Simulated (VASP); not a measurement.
# BiTe (Fm-3m) in VASP: further runs

The runs below take BiTe through single point, with r2SCAN50, HF.

Program: VASP 6.6.1. These are calculated values, not measurements. Logs are shortened: lines on timing, memory, paths and dates and some standing lists are left out, and cuts for length are marked.

### 1 The cell of the first run

Symmetry: Fm-3m, No. 225, cubic system. The conventional cell has a = 6.470 Å, b = 6.470 Å, c = 6.470 Å, α = 90.00°, β = 90.00°, γ = 90.00°. Bi (site symmetry m-3m) has 6 Te at 3.23 Å within 4.3 Å. Te (site symmetry m-3m) has 6 Bi at 3.23 Å within 4.3 Å.

### 2 Single point, r2SCAN50

File POSCAR:

```
BiTe
1.0
    0.0000000000      3.2350000000      3.2350000000
    3.2350000000      0.0000000000      3.2350000000
    3.2350000000      3.2350000000      0.0000000000
Bi Te
1 1
Direct
    0.0000000000      0.0000000000      0.0000000000
    0.5000000000      0.5000000000      0.5000000000
```

File INCAR.step1:

```
SYSTEM = BiTe
ALGO = Normal
EDIFF = 1E-5
ENCUT = 520
GGA = PE
ISIF = 2
ISMEAR = -1
LASPH = .True.
LCHARG = .False.
LREAL = .False.
LWAVE = .True.
NBANDS = 18
NELM = 60
PREC = Accurate
SIGMA = 0.05
```

File INCAR.step2:

```
SYSTEM = BiTe
AEXX = 0.5
ALGO = Normal
EDIFF = 1E-6
ENCUT = 520
ISIF = 2
ISMEAR = -1
ISTART = 1
LASPH = .True.
LCHARG = .False.
LHFCALC = .True.
LMIXTAU = .True.
LREAL = .False.
LWAVE = .False.
METAGGA = R2SCAN
NBANDS = 18
NELM = 60
PREC = Accurate
PRECFOCK = Normal
SIGMA = 0.05
```

File KPOINTS:

```
k-points
0
Gamma
  4 4 4
  0 0 0
```

Potentials or basis: VASP PAW PBE potentials, release 64 (Bi_d, Te).

Started as:

```sh
$ cat potpaw_PBE.64/Bi_d/POTCAR potpaw_PBE.64/Te/POTCAR > POTCAR
$ cp INCAR.step1 INCAR
$ mpirun -np 1 vasp_std > vasp.out
$ cp INCAR.step2 INCAR
$ mpirun -np 1 vasp_std > vasp.out
```

OUTCAR:

```text
SYSTEM = BiTe
   AEXX = 0.5
   EDIFF = 1E-6
   ENCUT = 520
   ISIF = 2
   ISMEAR = -1
   ISTART = 1
   LASPH = .True.
   LHFCALC = .True.
   LREAL = .False.
   METAGGA = R2SCAN
   NELM = 60
   PREC = Accurate
   PRECFOCK = Normal

 ion  position               nearest neighbor table
   1  0.000  0.000  0.000-   2 3.23   2 3.23   2 3.23   2 3.23   2 3.23   2 3.23
   2  0.500  0.500  0.500-   1 3.23   1 3.23   1 3.23   1 3.23   1 3.23   1 3.23

  LATTYP: Found a face centered cubic cell.
 ALAT       =     6.4700000000

  Lattice vectors:

 A1 = (   0.0000000000,   3.2350000000,   3.2350000000)
 A2 = (   3.2350000000,   0.0000000000,   3.2350000000)
 A3 = (   3.2350000000,   3.2350000000,   0.0000000000)

Analysis of symmetry for initial positions (statically):
=====================================================================
 Subroutine PRICEL returns:
 Original cell was already a primitive cell.

 Routine SETGRP: Setting up the symmetry group for a
 face centered cubic supercell.

 Subroutine GETGRP returns: Found 48 space group operations
 (whereof 48 operations were pure point group operations)
 out of a pool of 48 trial point group operations.

The static configuration has the point symmetry O_h .

Analysis of symmetry for dynamics (positions and initial velocities):
=====================================================================
 Subroutine PRICEL returns:
 Original cell was already a primitive cell.

 Routine SETGRP: Setting up the symmetry group for a
 face centered cubic supercell.

 Subroutine GETGRP returns: Found 48 space group operations
 (whereof 48 operations were pure point group operations)
 out of a pool of 48 trial point group operations.

The dynamic configuration has the point symmetry O_h .

 Subroutine INISYM returns: Found 48 space group operations
 (whereof 48 operations are pure point group operations),
 and found     1 'primitive' translations

----------------------------------------------------------------------------------------

                                     Primitive cell

  volume of cell :      67.7100

  direct lattice vectors                    reciprocal lattice vectors
     0.000000000  3.235000000  3.235000000    -0.154559505  0.154559505  0.154559505
     3.235000000  0.000000000  3.235000000     0.154559505 -0.154559505  0.154559505
     3.235000000  3.235000000  0.000000000     0.154559505  0.154559505 -0.154559505

  length of vectors
     4.574980874  4.574980874  4.574980874     0.267704916  0.267704916  0.267704916

  position of ions in fractional coordinates (direct lattice)
     0.000000000  0.000000000  0.000000000
     0.500000000  0.500000000  0.500000000

  ion indices of the primitive-cell ions
   primitive index   ion index
                 1           1
                 2           2

----------------------------------------------------------------------------------------

 KPOINTS: k-points

Automatic generation of k-mesh.
 Grid dimensions read from file:
 generate k-points for:    4    4    4

 Generating k-lattice:

  Cartesian coordinates                     Fractional coordinates (reciprocal lattice)
    -0.038639876  0.038639876  0.038639876     0.250000000  0.000000000  0.000000000
     0.038639876 -0.038639876  0.038639876     0.000000000  0.250000000  0.000000000
     0.038639876  0.038639876 -0.038639876     0.000000000  0.000000000  0.250000000

  Length of vectors
     0.066926229  0.066926229  0.066926229

  Shift w.r.t. Gamma in fractional coordinates (k-lattice)
     0.000000000  0.000000000  0.000000000

 Subroutine IBZKPT returns following result:
 ===========================================

 Found      8 irreducible k-points:

 Following reciprocal coordinates:
            Coordinates               Weight
  0.000000  0.000000  0.000000      1.000000
  0.250000  0.000000  0.000000      8.000000
  0.500000  0.000000  0.000000      4.000000
  0.250000  0.250000  0.000000      6.000000
  0.500000  0.250000  0.000000     24.000000
 -0.250000  0.250000  0.000000     12.000000
  0.500000  0.500000  0.000000      3.000000
 -0.250000  0.500000  0.250000      6.000000
   k-points           NKPTS =      8   k-points in BZ     NKDIM =     64   number of bands    NBANDS=     18
   number of dos      NEDOS =    301   number of ions     NIONS =      2
   total plane-waves  NPLWV =  46656
   dimension x,y,z NGX =    36 NGY =   36 NGZ =   36
   dimension x,y,z NGXF=    72 NGYF=   72 NGZF=   72
   ions per type =               1   1
   NGX,Y,Z   is equivalent  to a cutoff of  13.08, 13.08, 13.08 a.u.
   NGXF,Y,Z  is equivalent  to a cutoff of  26.16, 26.16, 26.16 a.u.
 SYSTEM =  BiTe
   PREC   = accura    normal or accurate (medium, high low for compatibility)
   ISTART =      1    job   : 0-new  1-cont  2-samecut
   ICHARG =      0    charge: 1-file 2-atom 10-const
   ISPIN  =      1    spin polarized calculation?
   LNONCOLLINEAR =      F non collinear calculations
   LSORBIT =      F    spin-orbit coupling
   LASPH  =      T    aspherical Exc in radial PAW
   ENCUT  =  520.0 eV  38.22 Ry    6.18 a.u.   8.51  8.51  8.51*2*pi/ulx,y,z
   NELM   =     60;   NELMIN=  2; NELMDL=  0     # of ELM steps
   EDIFF  = 0.1E-05   stopping-criterion for ELM
   LREAL  =      F    real-space projection
   EDIFFG = 0.1E-04   stopping-criterion for IOM
   NSW    =      0    number of steps for IOM
   IBRION =     -1    ionic relax: 0-MD 1-quasi-New 2-CG
   NFREE  =      0    steps in history (QN), initial steepest desc. (CG)
   ISIF   =      2    stress and relaxation
   ISYM   =      3    0-nonsym 1-usesym 2-fastsym
   POTIM  = 0.5000    time-step for ionic-motion
   TEBEG  =    0.0;   TEEND  =   0.0 temperature during run
   PSTRESS=    0.0 pullay stress
   NELECT =      21.0000    total number of electrons
   NUPDOWN=      -1.0000    fix difference up-down
   EMIN   =  10.00;   EMAX   =-10.00  energy-range for DOS
   EFERMI =   0.00;   METHOD = LEGACY
   ISMEAR =    -1;   SIGMA  =   0.05  broadening in eV -4-tet -1-fermi 0-gaus
   EFERMI_NEDOS =   21; number of points for ismear=-14 and -15
   IALGO  =     38    algorithm
   IMIX   =      1    mixing-type and parameters
     AMIX     =   0.40;   BMIX     =  1.00
     AMIX_MAG =   1.60;   BMIX_MAG =  1.00
  volume/ion in A,a.u.               =      33.86       228.46
  Fermi-wavevector in a.u.,A,eV,Ry     =   1.108146  2.094092 16.707785  1.227988
  Thomas-Fermi vector in A             =   2.244669
   LORBIT       =      0    0 simple, 1 ext, 2 COOP (PROOUT), +10 PAW based schemes
   METAGGA = R2SCAN    functional components
   LHFCALC =     T    Hartree Fock is set to
   PRECFOCK=normal    Normal, Fast or Accurate (Low or Medium for compatibility)
   ENCUT4O =  -1.0   cutoff for four orbital integrals eV
   NKREDX  =     1    reduce k-point grid by
   NKREDY  =     1    reduce k-point grid by
   NKREDZ  =     1    reduce k-point grid by
   AEXX    =    0.5000 exact exchange contribution
   HFSCREEN=    0.0000 screening length (either q_TF or 0.3 A-1)
   HFSCREENC=   0.0000 screening length for correlation (either q_TF or 0.3 A-1)
   ENCUTFOCK=  -1.0 apply spherical cutoff to Coloumb kernel
   IVDW    =     0    specifies the selected vdW correction
   LEPSILON=     F    determine dielectric tensor
   LRPA    =     F    only Hartree local field effects (RPA)
 non-spin polarized calculation
  energy-cutoff  :      520.00
  volume of cell :       67.71
 maximum number of plane-waves:      1847
 NGX is ok and might be reduce to    36
  NGX = 28; NGY = 28; NGZ = 28

 number of electron      21.0000001 magnetization

 Free energy of the ion-electron system (eV)
  ---------------------------------------------------
  ext. energy  EPLUGINS =         0.00000000
  ---------------------------------------------------
  free energy    TOTEN  =       -51.86267059 eV

  energy without entropy =      -51.85422257  energy(sigma->0) =      -51.85844658

 E-fermi :   6.8134     XC(G=0):  -5.6736

 val. band max:        5.6289702740   @ k =  -0.2500   0.2500   0.0000
 cond. band min:       6.8939030087   @ k =  -0.2500   0.2500   0.0000
 fundamental gap:      1.2649327347
 Fermi energy:         6.8134311127

 k-point     1 :       0.0000    0.0000    0.0000
  band No.  band energies     occupation
      1     -22.2116      2.00000
      2     -22.2116      2.00000
      3     -22.1931      2.00000
      4     -22.1931      2.00000
      5     -22.1931      2.00000
      6     -11.1676      2.00000
[... 10 lines left out ...]
     17      14.2415      0.00000
     18      14.8722      0.00000

 k-point     2 :       0.2500    0.0000    0.0000
  band No.  band energies     occupation
      1     -22.2146      2.00000
      2     -22.2146      2.00000
      3     -22.1922      2.00000
      4     -22.1903      2.00000
      5     -22.1903      2.00000
      6     -10.4811      2.00000
[... 10 lines left out ...]
     17      17.3859      0.00000
     18      17.9710      0.00000

 k-point     3 :       0.5000    0.0000    0.0000
  band No.  band energies     occupation
      1     -22.2174      2.00000
      2     -22.2174      2.00000
      3     -22.1908      2.00000
      4     -22.1871      2.00000
      5     -22.1871      2.00000
      6      -8.7973      2.00000
[... 10 lines left out ...]
     17      16.8381      0.00000
     18      17.9740      0.00000

 k-point     4 :       0.2500    0.2500    0.0000
  band No.  band energies     occupation
      1     -22.2206      2.00000
      2     -22.2096      2.00000
      3     -22.1950      2.00000
      4     -22.1879      2.00000
      5     -22.1879      2.00000
      6     -10.2857      2.00000
[... 10 lines left out ...]
     17      15.6493      0.00000
     18      15.6704      0.00000

 k-point     5 :       0.5000    0.2500    0.0000
  band No.  band energies     occupation
      1     -22.2233      2.00000
      2     -22.2121      2.00000
      3     -22.1930      2.00000
      4     -22.1860      2.00000
      5     -22.1850      2.00000
      6      -8.9763      2.00000
[... 10 lines left out ...]
     17      18.1188      0.00000
     18      18.7213      0.00000

 k-point     6 :      -0.2500    0.2500    0.0000
  band No.  band energies     occupation
      1     -22.2176      2.00000
      2     -22.2161      2.00000
      3     -22.1899      2.00000
      4     -22.1883      2.00000
      5     -22.1880      2.00000
      6      -9.4195      2.00000
[... 10 lines left out ...]
     17      16.6368      0.00000
     18      18.4673      0.00000

 k-point     7 :       0.5000    0.5000    0.0000
  band No.  band energies     occupation
      1     -22.2298      2.00000
      2     -22.2073      2.00000
      3     -22.1966      2.00000
      4     -22.1821      2.00000
      5     -22.1821      2.00000
      6      -8.9187      2.00000
[... 10 lines left out ...]
     17      18.3461      0.00000
     18      19.4582      0.00000

 k-point     8 :      -0.2500    0.5000    0.2500
  band No.  band energies     occupation
      1     -22.2243      2.00000
      2     -22.2122      2.00000
      3     -22.1897      2.00000
      4     -22.1897      2.00000
      5     -22.1821      2.00000
      6      -8.3224      2.00000
[... 10 lines left out ...]
     17      18.2514      0.00000
     18      19.5926      0.00000

------------------------ aborting loop because EDIFF is reached ----------------------------------------

  FORCE on cell =-STRESS in cart. coord.  units (eV):
  Direction    XX          YY          ZZ          XY          YZ          ZX
  --------------------------------------------------------------------------------------
  -------------------------------------------------------------------------------------
  Total       -1.6234872     -1.6234872     -1.6234872     -0.0000000      0.0000000     -0.0000000
  in kB      -38.4155092    -38.4155092    -38.4155092     -0.0000000      0.0000000     -0.0000000
  external PRESSURE =     -38.4155092 kB  Pullay stress =       0.0000000 kB

 VOLUME and BASIS-vectors are now :
 -----------------------------------------------------------------------------
  energy-cutoff  :      520.00
  volume of cell :       67.71
      direct lattice vectors                 reciprocal lattice vectors
     0.000000000  3.235000000  3.235000000    -0.154559505  0.154559505  0.154559505
     3.235000000  0.000000000  3.235000000     0.154559505 -0.154559505  0.154559505
     3.235000000  3.235000000  0.000000000     0.154559505  0.154559505 -0.154559505

 POSITION                                       TOTAL-FORCE (eV/Angst)
 -----------------------------------------------------------------------------------
      0.00000      0.00000      0.00000        -0.000000      0.000000      0.000000
      3.23500      3.23500      3.23500         0.000000     -0.000000      0.000000
 -----------------------------------------------------------------------------------
    total drift:                               -0.000007     -0.000001     -0.000009

  FREE ENERGIE OF THE ION-ELECTRON SYSTEM (eV)
  ---------------------------------------------------
  free  energy   TOTEN  =       -51.8626705892 eV

  energy  without entropy=      -51.8542225661  energy(sigma->0) =      -51.85844658
```

It took 37 min on 1 thread of AMD EPYC, shared host; peak memory 0.2 GiB.

What came out:

| Property | Result |
| --- | --- |
| Free energy | -51.8627 eV |
| Pressure | -3.8 GPa |
| Band gap on the k mesh | zero (an odd number of electrons rules out a gap without spin polarisation) |

Levels at points of the mesh, in eV from the Fermi level:
```tsv
k point	band 8	band 9	band 10	band 11	band 12	band 13
(0.00, 0.00, 0.00)	-4.74	-4.74	-4.74	3.29	3.29	3.29
(0.50, 0.00, 0.00)	-3.83	-3.83	-3.08	-1.76	-1.76	-1.73
(0.50, 0.50, 0.00)	-8.64	-6.60	-6.60	3.16	4.99	4.99
```

Caveat: the k points lie up to 0.42 Å⁻¹ apart, too coarse for converged energies and pressures of a metal; the PAW data sets were made with another functional, which shifts forces and pressure a little; spin-orbit coupling is left out, which moves the levels of the heavy elements.

(Continued in part 2 of 2.)

The gap in the log of VASP goes by the Fermi energy; the results here count the filled bands.